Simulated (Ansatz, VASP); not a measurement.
## TaN: VASP beside Ansatz

The input INCAR:

```
PREC = Accurate
ENCUT = 520
EDIFF = 1E-6
ISMEAR = 0
SIGMA = 0.1
LREAL = Auto
LASPH = True
NELM = 60
ALGO = Normal
ISIF = 2
LWAVE = False
LCHARG = False
LDIPOL = True
IDIPOL = 3
DIPOL = 0.5 0.5 0.459
GGA = PE
IVDW = 12
NBANDS = 114
```

The input KPOINTS:

```
Automatic mesh
0
Gamma
  3 3 1
```

Contents of POSCAR:

```
TaN
1.0
    5.7615861975      0.0000000000      0.0000000000
    0.0000000000      5.8570264691      0.0000000000
    0.0000000000      0.0000000000     23.9177226650
N Ta
12 12
Direct
    0.0000000000      0.7500000000      0.3344800052
    0.0000000000      0.2500000000      0.3344800052
    0.5000000000      0.7500000000      0.3344800052
    0.5000000000      0.2500000000      0.3344800052
    0.0000000000      0.5000000000      0.4405171431
    0.0000000000      0.0000000000      0.4405171431
    0.5000000000      0.5000000000      0.4405171431
    0.5000000000      0.0000000000      0.4405171431
   -0.0000152112      0.2500551554      0.5477405773
   -0.0000161760      0.7499803072      0.5475592579
    0.4999869858      0.2500354422      0.5477837330
    0.5000339334      0.7499581562      0.5476955276
    0.2500000000      0.0000000000      0.3698257178
    0.2500000000      0.5000000000      0.3698257178
    0.7500000000      0.0000000000      0.3698257178
    0.7500000000      0.5000000000      0.3698257178
    0.2499971163      0.7499426175      0.4771346790
    0.2499756509      0.2499898256      0.4771761303
    0.7500038064      0.7500181983      0.4771381613
    0.7500132559      0.2500073985      0.4771893781
    0.2501023612      0.5000950049      0.5831911878
    0.2496550044     -0.0004669807      0.5845137362
    0.7504217590      0.5005035777      0.5845063454
    0.7497837417     -0.0001292570      0.5831616594
```

Input for Ansatz:

```yaml
crystal:
  lattice:
    - [5.7615861975, 0.0, 0.0]
    - [0.0, 5.8570264691, 0.0]
    - [0.0, 0.0, 23.917722665]
  atoms:
    - { symbol: "N", position: [0.0, 0.75, 0.3344800052] }
    - { symbol: "N", position: [0.0, 0.25, 0.3344800052] }
    - { symbol: "N", position: [0.5, 0.75, 0.3344800052] }
    - { symbol: "N", position: [0.5, 0.25, 0.3344800052] }
    - { symbol: Ta, position: [0.25, 0.0, 0.3698257178] }
    - { symbol: Ta, position: [0.25, 0.5, 0.3698257178] }
    - { symbol: Ta, position: [0.75, 0.0, 0.3698257178] }
    - { symbol: Ta, position: [0.75, 0.5, 0.3698257178] }
    - { symbol: "N", position: [0.0, 0.5, 0.4405171431] }
    - { symbol: "N", position: [0.0, 0.0, 0.4405171431] }
    - { symbol: "N", position: [0.5, 0.5, 0.4405171431] }
    - { symbol: "N", position: [0.5, 0.0, 0.4405171431] }
    - { symbol: Ta, position: [0.2499971163, 0.7499426175, 0.477134679] }
    - { symbol: Ta, position: [0.2499756509, 0.2499898256, 0.4771761303] }
    - { symbol: Ta, position: [0.7500038064, 0.7500181983, 0.4771381613] }
    - { symbol: Ta, position: [0.7500132559, 0.2500073985, 0.4771893781] }
    - { symbol: "N", position: [-1.52112e-05, 0.2500551554, 0.5477405773] }
    - { symbol: "N", position: [-1.6176e-05, 0.7499803072, 0.5475592579] }
    - { symbol: "N", position: [0.4999869858, 0.2500354422, 0.547783733] }
    - { symbol: "N", position: [0.5000339334, 0.7499581562, 0.5476955276] }
    - { symbol: Ta, position: [0.2501023612, 0.5000950049, 0.5831911878] }
    - { symbol: Ta, position: [0.2496550044, -0.0004669807, 0.5845137362] }
    - { symbol: Ta, position: [0.750421759, 0.5005035777, 0.5845063454] }
    - { symbol: Ta, position: [0.7497837417, -0.000129257, 0.5831616594] }
basis:
  ecutwfc: 420
kpoints:
  mp_grid: { grid: [3, 3, 1] }
hamiltonian:
  xc: pbe
  dispersion: d3bj
scf:
  occupations: { method: gaussian, width: 0.1 }
output:
  forces: true
  eigenvalues: true
  write_density: true
  volumetric_format: npy
efield:
  axis: 3
  dipole_correction: true
  ramp_width: 0.04
```

Alike in both runs: task single point; functional PBE; dispersion D3(BJ); k mesh 3 × 3 × 1; occupations gaussian, width 0.1 eV; no spin polarisation.

|  | VASP | Ansatz |
| --- | --- | --- |
| version | VASP 6.6.1 | Ansatz 0.2.0 |
| potentials or method | VASP PAW PBE potentials, release 64 (N, Ta_pv), cutoff 520 eV | scalar-relativistic, plane waves, PAW |
| valence electrons in the cell | 192 | 216 |

Ansatz gave:

| Property | Result |
| --- | --- |
| gap on the k mesh at the Fermi level (eV) | none |
| rms of the force components (eV/Å) | 1.056 |

Q: Which values does VASP return?

A: gap on the k mesh at the Fermi level (eV): none; rms of the force components (eV/Å): 1.050.

A gap of «none» marks a metal or a gap that the smearing closes. VASP's potentials hold 192 valence electrons a cell and Ansatz's 216, so a difference there can come from the potentials and not from the codes.

The k mesh is coarse, so the values compare programs but aren't converged. Spin-orbit coupling is off throughout.
